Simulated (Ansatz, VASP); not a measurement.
## CdSe: VASP beside Ansatz

File INCAR:

```
PREC = Accurate
ENCUT = 500
EDIFF = 1E-6
ISMEAR = -1
SIGMA = 0.02
LREAL = False
LASPH = True
NELM = 120
ALGO = Normal
ISIF = 2
LWAVE = False
LCHARG = False
GGA = PE
NBANDS = 16
GGA_COMPAT = False
```

File KPOINTS:

```
Automatic mesh
0
Gamma
  8 8 8
```

File POSCAR:

```
CdSe
1.0
    0.0000000000      3.0702711986      3.0702711986
    3.0702711986      0.0000000000      3.0702711986
    3.0702711986      3.0702711986      0.0000000000
Cd Se
1 1
Direct
    0.0000000000      0.0000000000      0.0000000000
    0.2500000000      0.2500000000      0.2500000000
```

Contents of input.yaml:

```yaml
crystal:
  lattice:
    - [0.0, 3.0702711986, 3.0702711986]
    - [3.0702711986, 0.0, 3.0702711986]
    - [3.0702711986, 3.0702711986, 0.0]
  atoms:
    - { symbol: Cd, position: [0.0, 0.0, 0.0] }
    - { symbol: Se, position: [0.25, 0.25, 0.25] }
kpoints:
  mp_grid: { grid: [8, 8, 8] }
  band_path:
    path:
      - [[0.0, 0.0, 0.0], [-0.5, -0.5, 0.0], [-0.375, -0.375, 0.25]]
      - [[-0.375, -1.899169031223e-17, 0.375], [0.0, 0.0, 0.0], [1.637456204674e-17, 1.637456204674e-17, 0.5], [-0.5, -0.25, 0.25], [-0.5, -0.5, 0.0]]
    npoints: 10
hamiltonian:
  xc: pbe
scf:
  occupations: { method: fermi_dirac, width: 0.02 }
  n_extra_bands: 4
output:
  forces: true
  stress: true
  eigenvalues: true
```

Alike in both runs: functional PBE; k mesh 8 × 8 × 8; occupations fermi-dirac, width 0.02 eV; no spin polarisation.

|  | VASP | Ansatz |
| --- | --- | --- |
| version | VASP 6.6.1 | Ansatz 0.2.0 |
| potentials or method | VASP PAW PBE potentials, release 64 (Cd, Se) | Ansatz PAW |
| plane-wave cutoff (eV) | 500 | 420 |
| valence electrons in the cell | 18 | 36 |
| task | single point | band structure |

|  | VASP | Ansatz | Ansatz less VASP |
| --- | --- | --- | --- |
| gap on the k mesh at the Fermi level (eV) | 0.55 | 0.55 | +0.001 |
| least direct gap on the mesh (eV) | 0.55 | 0.55 | +0.001 |
| pressure (GPa) | 1.6 | 1.3 | -0.28 |

VASP's potentials hold 18 valence electrons a cell and Ansatz's 36, so a difference there can come from the potentials and not from the codes.
